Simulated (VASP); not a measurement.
Here is a VASP 6.6.1 calculation.

File INCAR:

```
ALGO = Normal
EDIFF = 1E-6
EDIFFG = -0.001
ENCUT = 600
IBRION = 2
ISIF = 4
ISMEAR = -1
LASPH = True
LCHARG = False
LREAL = False
LWAVE = False
NELM = 60
NSW = 80
PREC = Accurate
SIGMA = 0.15
```

The input KPOINTS:

```
k-points
0
Gamma
  8 8 12
```

Contents of POSCAR:

```
Zr2N
1.0
    5.2961375266      0.0000000000      0.0000000000
    0.0000000000      5.2961375266      0.0000000000
    0.0000000000      0.0000000000      3.2296816651
Zr N
4 2
Direct
    0.2957569113      0.2957569113      0.0000000000
    0.7042430887      0.7042430887      0.0000000000
    0.7957569113      0.2042430887      0.5000000000
    0.2042430887      0.7957569113      0.5000000000
    0.0000000000      0.0000000000      0.0000000000
    0.5000000000      0.5000000000      0.5000000000
```

Potentials or basis: VASP PAW LDA potentials, release 64 (Zr_sv, N).

Launch:

```console
$ cat potpaw_LDA.64/Zr_sv/POTCAR potpaw_LDA.64/N/POTCAR > POTCAR
$ mpirun -np 1 vasp_std > vasp.out
```

(1) What does it give for the band gap on the k mesh?

Answers

(1) zero (bands 29 and 30 overlap by 2.67 eV).
